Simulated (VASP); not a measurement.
Here is a VASP 6.6.1 calculation.

Contents of INCAR:

```
SYSTEM = CoW3
PREC = Accurate
ENCUT = 520
EDIFF = 1E-7
ISMEAR = 0
SIGMA = 0.1
LREAL = .FALSE.
LASPH = .TRUE.
NELM = 150
ALGO = Normal
ISIF = 2
LWAVE = .FALSE.
LCHARG = .TRUE.
ISPIN = 2
MAGMOM = 0 0 0 2
LORBIT = 11
LMAXMIX = 4
GGA = PS
LELF = .TRUE.
LVHAR = .TRUE.
NBANDS = 38
```

The input KPOINTS:

```
regular mesh
0
G
  12 12 12
  0 0 0
```

File POSCAR:

```
CoW3
1.0
    0.0000000000      3.1125110669      3.1125110669
    3.1125110669      0.0000000000      3.1125110669
    3.1125110669      3.1125110669      0.0000000000
W Co
3 1
Direct
    0.2500000000      0.2500000000      0.2500000000
    0.7500000000      0.7500000000      0.7500000000
    0.5000000000      0.5000000000      0.5000000000
    0.0000000000      0.0000000000      0.0000000000
```

Potentials or basis: VASP PAW PBE potentials, release 64 (W_sv, Co).

Launch:

```sh
$ cat potpaw_PBE.64/W_sv/POTCAR potpaw_PBE.64/Co/POTCAR > POTCAR
$ mpirun -np 1 vasp_std > vasp.out
```

Problem. What does it give for the net moment?

Solution. 1.48 μB per cell.

Problem. Estimate the site moments.

Solution. W +0.12, +0.03 (each value once); Co +1.19 μB.

Problem. What does it give for the pressure?

Solution. -10.0 GPa.

Caveat: the cell stands under tension; the PAW data sets were made with another functional, which shifts forces and pressure a little.
